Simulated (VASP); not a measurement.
Here is a VASP 6.6.1 calculation.

File INCAR:

```
SYSTEM = ZnSe
ALGO = Normal
EDIFF = 1E-6
ENCUT = 520
GGA = CA
ISIF = 2
ISMEAR = -1
LASPH = .TRUE.
LCHARG = .FALSE.
LREAL = .FALSE.
LWAVE = .FALSE.
NBANDS = 16
NELM = 80
PREC = Accurate
SIGMA = 0.03
```

The input KPOINTS:

```
k-points
0
G
  8 8 8
  0 0 0
```

The input POSCAR:

```
ZnSe
1.0
    0.0000000000      2.8243223372      2.8243223372
    2.8243223372      0.0000000000      2.8243223372
    2.8243223372      2.8243223372      0.0000000000
Zn Se
1 1
Direct
    0.0000000000      0.0000000000      0.0000000000
    0.7500000000      0.7500000000      0.7500000000
```

Potentials or basis: VASP PAW LDA potentials, release 64 (Zn, Se).

The run is started by

```bash
$ cat potpaw_LDA.64/Zn/POTCAR potpaw_LDA.64/Se/POTCAR > POTCAR
$ mpirun -np 1 vasp_std > vasp.out
```

Problem. Predict the pressure.

Solution. -2.5 GPa.

Problem. Estimate the band gap on the k mesh.

Solution. 1.11 eV, direct.
